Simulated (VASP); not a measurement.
Wanted: the native input for a VASP 6.6.1 run.

- Task: single point
- Functional: RPBE
- Potentials or basis: VASP PAW PBE potentials, release 64 (Hf_pv, O)
- Cutoff: 520 eV
- k mesh: 5 × 5 × 5
- Occupations: fermi-dirac, width 0.05 eV
- Spin: no spin polarisation
- Dipole correction: no
- Further INCAR settings: ALGO = Normal; EDIFF = 1e-07; NBANDS = 56

The structure of HfO2 lies in POSCAR:

```
HfO2
1.0
    5.1518950275      0.0000000000      0.0000000000
    0.0000000000      5.2200433850      0.0000000000
   -0.8643497359      0.0000000000      5.2483970684
Hf O
4 8
Direct
    0.2755000000      0.4603000000      0.7080000000
    0.7245000000      0.9603000000      0.7920000000
    0.7245000000      0.5397000000      0.2920000000
    0.2755000000      0.0397000000      0.2080000000
    0.0742000000      0.1684000000      0.8467000000
    0.9258000000      0.6684000000      0.6533000000
    0.9258000000      0.8316000000      0.1533000000
    0.0742000000      0.3316000000      0.3467000000
    0.4487000000      0.7419000000      0.9801000000
    0.5513000000      0.2419000000      0.5199000000
    0.5513000000      0.2581000000      0.0199000000
    0.4487000000      0.7581000000      0.4801000000
```

These files were run (other wordings do the same):

INCAR

```
  PREC = Accurate
  ENCUT = 520
  EDIFF = 1E-7
  ISMEAR = -1
  SIGMA = 0.05
  LREAL = False
  LASPH = True
  NELM = 80
  ALGO = Normal
  ISIF = 2
  LWAVE = False
  LCHARG = False
  GGA = RP
  NBANDS = 56
```

KPOINTS

```
Automatic mesh
0
Gamma
  5 5 5
```

Potentials or basis: VASP PAW PBE potentials, release 64 (Hf_pv, O).

Run with:

```sh
$ cat potpaw_PBE.64/Hf_pv/POTCAR potpaw_PBE.64/O/POTCAR > POTCAR
$ mpirun -np 1 vasp_std > vasp.out
```

Results of the run:

| Quantity | Value |
| --- | --- |
| Pressure | 2.5 GPa |
| Largest force | 0.422 eV/Å |
| Band gap on the k mesh | 4.18 eV (least direct gap 4.25 eV) |

Caveat: the PAW data sets were made with another functional, which shifts forces and pressure a little; spin-orbit coupling is left out, which moves the levels of the heavy elements.

Wall time 7.4 min on 1 thread of Intel(R) Xeon(R) Platinum 8259CL CPU @ 2.50GHz (Skylake/Cascade Lake), on a shared host, peak memory 0.38 GiB.
